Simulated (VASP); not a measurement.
# BAs (F-43m) in VASP: notebook

Runs on BAs. Level: r2SCAN. Tasks: single point.

All numbers are computed with VASP 6.6.1; they aren't measurements. Logs are shortened: lines on timing, memory, paths and dates and some standing lists are left out, and cuts for length are marked.

**1. The cell of the first run**

Symmetry: F-43m, No. 216, cubic system. Conventional cell: a = 4.968 Å, b = 4.968 Å, c = 4.968 Å, α = 90.00°, β = 90.00°, γ = 90.00°. Within 2.8 Å of B (site symmetry -43m) lie 4 As at 2.15 Å. Within 2.8 Å of As (site symmetry -43m) lie 4 B at 2.15 Å.

**2. Single point, r2SCAN (strain +0.040 along x and y, +0.040 along z)**

File POSCAR:

```
BAs
1.0
    0.0000000000      2.4840400000      2.4840400000
    2.4840400000      0.0000000000      2.4840400000
    2.4840400000      2.4840400000      0.0000000000
B As
1 1
Direct
    0.0000000000      0.0000000000      0.0000000000
    0.7500000000      0.7500000000      0.7500000000
```

File INCAR.step1:

```
  ALGO = Normal
  EDIFF = 1E-4
  ENCUT = 520
  GGA = PE
  ISMEAR = 0
  LASPH = T
  LCHARG = F
  LREAL = F
  LWAVE = T
  NBANDS = 11
  NELM = 60
  PREC = Accurate
  SIGMA = 0.05
```

File INCAR.step2:

```
  ALGO = Normal
  EDIFF = 1E-6
  ENCUT = 520
  ISIF = 2
  ISMEAR = 0
  ISTART = 1
  LASPH = T
  LCHARG = T
  LELF = T
  LMIXTAU = T
  LREAL = F
  LVHAR = T
  LWAVE = F
  METAGGA = R2SCAN
  NBANDS = 11
  NELM = 60
  PREC = Accurate
  SIGMA = 0.05
```

File KPOINTS:

```
k-points
0
Gamma
  10 10 10
```

Potentials or basis: VASP PAW PBE potentials, release 64 (B, As).

The run is started by

```console
$ cat potpaw_PBE.64/B/POTCAR potpaw_PBE.64/As/POTCAR > POTCAR
$ cp INCAR.step1 INCAR
$ mpirun -np 1 vasp_std > vasp.out
$ cp INCAR.step2 INCAR
$ mpirun -np 1 vasp_std > vasp.out
```

OUTCAR:

```text
EDIFF = 1E-6
   ENCUT = 520
   ISIF = 2
   ISMEAR = 0
   ISTART = 1
   LASPH = T
   LREAL = F
   METAGGA = R2SCAN
   NELM = 60
   PREC = Accurate

 ion  position               nearest neighbor table
   1  0.000  0.000  0.000-   2 2.15   2 2.15   2 2.15   2 2.15
   2  0.750  0.750  0.750-   1 2.15   1 2.15   1 2.15   1 2.15

  LATTYP: Found a face centered cubic cell.
 ALAT       =     4.9680800000

  Lattice vectors:

 A1 = (   0.0000000000,   2.4840400000,   2.4840400000)
 A2 = (   2.4840400000,   0.0000000000,   2.4840400000)
 A3 = (   2.4840400000,   2.4840400000,   0.0000000000)

Analysis of symmetry for initial positions (statically):
=====================================================================
 Subroutine PRICEL returns:
 Original cell was already a primitive cell.

 Routine SETGRP: Setting up the symmetry group for a
 face centered cubic supercell.

 Subroutine GETGRP returns: Found 24 space group operations
 (whereof 24 operations were pure point group operations)
 out of a pool of 48 trial point group operations.

The static configuration has the point symmetry T_d .

Analysis of symmetry for dynamics (positions and initial velocities):
=====================================================================
 Subroutine PRICEL returns:
 Original cell was already a primitive cell.

 Routine SETGRP: Setting up the symmetry group for a
 face centered cubic supercell.

 Subroutine GETGRP returns: Found 24 space group operations
 (whereof 24 operations were pure point group operations)
 out of a pool of 48 trial point group operations.

The dynamic configuration has the point symmetry T_d .

 Subroutine INISYM returns: Found 24 space group operations
 (whereof 24 operations are pure point group operations),
 and found     1 'primitive' translations

----------------------------------------------------------------------------------------

                                     Primitive cell

  volume of cell :      30.6553

  direct lattice vectors                    reciprocal lattice vectors
     0.000000000  2.484040000  2.484040000    -0.201285003  0.201285003  0.201285003
     2.484040000  0.000000000  2.484040000     0.201285003 -0.201285003  0.201285003
     2.484040000  2.484040000  0.000000000     0.201285003  0.201285003 -0.201285003

  length of vectors
     3.512963057  3.512963057  3.512963057     0.348635853  0.348635853  0.348635853

  position of ions in fractional coordinates (direct lattice)
     0.000000000  0.000000000  0.000000000
     0.750000000  0.750000000  0.750000000

  ion indices of the primitive-cell ions
   primitive index   ion index
                 1           1
                 2           2

----------------------------------------------------------------------------------------

 KPOINTS: k-points

Automatic generation of k-mesh.
 Grid dimensions read from file:
 generate k-points for:   10   10   10

 Generating k-lattice:

  Cartesian coordinates                     Fractional coordinates (reciprocal lattice)
    -0.020128500  0.020128500  0.020128500     0.100000000  0.000000000  0.000000000
     0.020128500 -0.020128500  0.020128500     0.000000000  0.100000000  0.000000000
     0.020128500  0.020128500 -0.020128500     0.000000000  0.000000000  0.100000000

  Length of vectors
     0.034863585  0.034863585  0.034863585

  Shift w.r.t. Gamma in fractional coordinates (k-lattice)
     0.000000000  0.000000000  0.000000000

 Subroutine IBZKPT returns following result:
 ===========================================

 Found     47 irreducible k-points:

 Following reciprocal coordinates:
            Coordinates               Weight
  0.000000  0.000000  0.000000      1.000000
  0.100000  0.000000  0.000000      8.000000
  0.200000  0.000000  0.000000      8.000000
  0.300000  0.000000  0.000000      8.000000
  0.400000  0.000000  0.000000      8.000000
  0.500000  0.000000  0.000000      4.000000
[... 16 lines left out ...]
  0.300000  0.300000  0.000000      6.000000
  0.400000  0.300000  0.000000     24.000000
 [... further k-points ...]
   k-points           NKPTS =     47   k-points in BZ     NKDIM =     47   number of bands    NBANDS=     11
   number of dos      NEDOS =    301   number of ions     NIONS =      2
   total plane-waves  NPLWV =  21952
   dimension x,y,z NGX =    28 NGY =   28 NGZ =   28
   dimension x,y,z NGXF=    56 NGYF=   56 NGZF=   56
   ions per type =               1   1
   NGX,Y,Z   is equivalent  to a cutoff of  13.25, 13.25, 13.25 a.u.
   NGXF,Y,Z  is equivalent  to a cutoff of  26.50, 26.50, 26.50 a.u.
 SYSTEM =  unknown system
   PREC   = accura    normal or accurate (medium, high low for compatibility)
   ISTART =      1    job   : 0-new  1-cont  2-samecut
   ICHARG =      0    charge: 1-file 2-atom 10-const
   ISPIN  =      1    spin polarized calculation?
   LNONCOLLINEAR =      F non collinear calculations
   LSORBIT =      F    spin-orbit coupling
   LASPH  =      T    aspherical Exc in radial PAW
   ENCUT  =  520.0 eV  38.22 Ry    6.18 a.u.   6.53  6.53  6.53*2*pi/ulx,y,z
   NELM   =     60;   NELMIN=  2; NELMDL=  0     # of ELM steps
   EDIFF  = 0.1E-05   stopping-criterion for ELM
   LREAL  =      F    real-space projection
   EDIFFG = 0.1E-04   stopping-criterion for IOM
   NSW    =      0    number of steps for IOM
   IBRION =     -1    ionic relax: 0-MD 1-quasi-New 2-CG
   NFREE  =      0    steps in history (QN), initial steepest desc. (CG)
   ISIF   =      2    stress and relaxation
   ISYM   =      2    0-nonsym 1-usesym 2-fastsym
   POTIM  = 0.5000    time-step for ionic-motion
   TEBEG  =    0.0;   TEEND  =   0.0 temperature during run
   PSTRESS=    0.0 pullay stress
   NELECT =       8.0000    total number of electrons
   NUPDOWN=      -1.0000    fix difference up-down
   EMIN   =  10.00;   EMAX   =-10.00  energy-range for DOS
   EFERMI =   0.00;   METHOD = LEGACY
   ISMEAR =     0;   SIGMA  =   0.05  broadening in eV -4-tet -1-fermi 0-gaus
   EFERMI_NEDOS =   21; number of points for ismear=-14 and -15
   IALGO  =     38    algorithm
   IMIX   =      4    mixing-type and parameters
     AMIX     =   0.40;   BMIX     =  1.00
     AMIX_MAG =   1.60;   BMIX_MAG =  1.00
  volume/ion in A,a.u.               =      15.33       103.44
  Fermi-wavevector in a.u.,A,eV,Ry     =   1.046172  1.976978 14.891236  1.094475
  Thomas-Fermi vector in A             =   2.180998
   LORBIT       =      0    0 simple, 1 ext, 2 COOP (PROOUT), +10 PAW based schemes
   METAGGA = R2SCAN    functional components
   LHFCALC =     F    Hartree Fock is set to
   AEXX    =    0.0000 exact exchange contribution
   IVDW    =     0    specifies the selected vdW correction
   LEPSILON=     F    determine dielectric tensor
   LRPA    =     F    only Hartree local field effects (RPA)
 non-spin polarized calculation
 Gauss-broadening in eV      SIGMA  =   0.05
  energy-cutoff  :      520.00
  volume of cell :       30.66
 maximum number of plane-waves:       869
 NGX is ok and might be reduce to    28
   NGX = 13   NGY = 13   NGZ = 13

 number of electron       8.0000001 magnetization

 Free energy of the ion-electron system (eV)
  ---------------------------------------------------
  ext. energy  EPLUGINS =         0.00000000
  ---------------------------------------------------
  free energy    TOTEN  =       -22.11688290 eV

  energy without entropy =      -22.11688290  energy(sigma->0) =      -22.11688290

 E-fermi :   4.9761     XC(G=0): -10.6089

 val. band max:        4.7713292124   @ k =   0.0000   0.0000   0.0000
 cond. band min:       6.2566908323   @ k =   0.4000   0.4000   0.0000
 fundamental gap:      1.4853616199
 Fermi energy:         4.9761259475

 k-point     1 :       0.0000    0.0000    0.0000
  band No.  band energies     occupation
      1     -10.3250      2.00000
      2       4.7713      2.00000
      3       4.7713      2.00000
      4       4.7713      2.00000
      5       8.0928      0.00000
      6       8.0928      0.00000
      7       8.0928      0.00000
      8       8.4049      0.00000
      9      14.5432      0.00000
     10      17.7688      0.00000
     11      17.7688      0.00000

 k-point     2 :       0.1000    0.0000    0.0000
  band No.  band energies     occupation
      1     -10.1704      2.00000
      2       3.3602      2.00000
      3       4.4925      2.00000
      4       4.4925      2.00000
      5       8.0009      0.00000
      6       8.4646      0.00000
      7       8.4646      0.00000
      8       9.6180      0.00000
      9      15.1250      0.00000
     10      16.8735      0.00000
     11      16.8735      0.00000

 k-point     3 :       0.2000    0.0000    0.0000
  band No.  band energies     occupation
      1      -9.7165      2.00000
      2       1.0659      2.00000
      3       3.9507      2.00000
      4       3.9507      2.00000
      5       7.6698      0.00000
      6       9.1627      0.00000
      7       9.1627      0.00000
      8      11.5344      0.00000
      9      16.1094      0.00000
     10      16.2037      0.00000
     11      16.2037      0.00000

 k-point     4 :       0.3000    0.0000    0.0000
  band No.  band energies     occupation
      1      -9.0050      2.00000
      2      -1.1153      2.00000
      3       3.4644      2.00000
      4       3.4644      2.00000
      5       7.3498      0.00000
      6       9.6112      0.00000
      7       9.6112      0.00000
      8      13.1509      0.00000
      9      16.2112      0.00000
     10      16.5860      0.00000
     11      16.5860      0.00000
[... 239 lines left out ...]
 k-point    22 :      -0.2000    0.2000    0.0000
  band No.  band energies     occupation
      1      -8.7580      2.00000
      2      -0.6951      2.00000
      3       1.0014      2.00000
      4       3.5436      2.00000
      5       8.5536      0.00000
      6       9.8801      0.00000
      7      10.6767      0.00000
      8      11.7375      0.00000
      9      14.9871      0.00000
     10      17.4064      0.00000
     11      18.6650      0.00000

 k-point    23 :       0.3000    0.3000    0.0000
  band No.  band energies     occupation
      1      -8.5302      2.00000
      2      -0.5742      2.00000
      3       1.7999      2.00000
      4       1.7999      2.00000
      5       6.4393      0.00000
      6       8.6370      0.00000
      7      13.0214      0.00000
      8      13.0214      0.00000
      9      15.5024      0.00000
     10      19.4551      0.00000
     11      19.8804      0.00000

 k-point    24 :       0.4000    0.3000    0.0000
  band No.  band energies     occupation
      1      -7.8604      2.00000
      2      -1.7419      2.00000
      3       1.0790      2.00000
      4       1.5177      2.00000
      5       6.7334      0.00000
      6       8.3993      0.00000
      7      13.3591      0.00000
      8      13.6446      0.00000
      9      16.6641      0.00000
     10      20.0529      0.00000
     11      20.6103      0.00000

 [... further k-points ...]
[... 5 lines left out ...]
  --------------------------------------------------------------------------------------
  -------------------------------------------------------------------------------------
  Total       -2.4080744     -2.4080744     -2.4080744     -0.0000000      0.0000000      0.0000000
  in kB     -125.8562355   -125.8562355   -125.8562355     -0.0000000      0.0000000      0.0000000
  external PRESSURE =    -125.8562355 kB  Pullay stress =       0.0000000 kB

 VOLUME and BASIS-vectors are now :
 -----------------------------------------------------------------------------
  energy-cutoff  :      520.00
  volume of cell :       30.66
      direct lattice vectors                 reciprocal lattice vectors
     0.000000000  2.484040000  2.484040000    -0.201285003  0.201285003  0.201285003
     2.484040000  0.000000000  2.484040000     0.201285003 -0.201285003  0.201285003
     2.484040000  2.484040000  0.000000000     0.201285003  0.201285003 -0.201285003

 POSITION                                       TOTAL-FORCE (eV/Angst)
 -----------------------------------------------------------------------------------
      0.00000      0.00000      0.00000         0.000000      0.000000      0.000000
      3.72606      3.72606      3.72606        -0.000000     -0.000000     -0.000000
 -----------------------------------------------------------------------------------
    total drift:                               -0.000000     -0.000000     -0.000000

  FREE ENERGIE OF THE ION-ELECTRON SYSTEM (eV)
  ---------------------------------------------------
  free  energy   TOTEN  =       -22.1168828992 eV

  energy  without entropy=      -22.1168828992  energy(sigma->0) =      -22.11688290
```

Wall time 32 s (1 thread of Intel Xeon 6975P-C (Granite Rapids), shared host); peak memory 0.17 GiB.

What came out:

| Property | Result |
| --- | --- |
| Free energy | -22.1169 eV |
| Pressure | -12.6 GPa |
| Band gap on the k mesh | 1.49 eV, indirect (least direct gap 3.32 eV) |

Caveat: the cell differs from its parent crystal (strain +0.040 along x and y, +0.040 along z); the PAW data sets were made with another functional, which shifts forces and pressure a little. A k mesh can miss the band edges.

(Continued in part 2 of 2.)
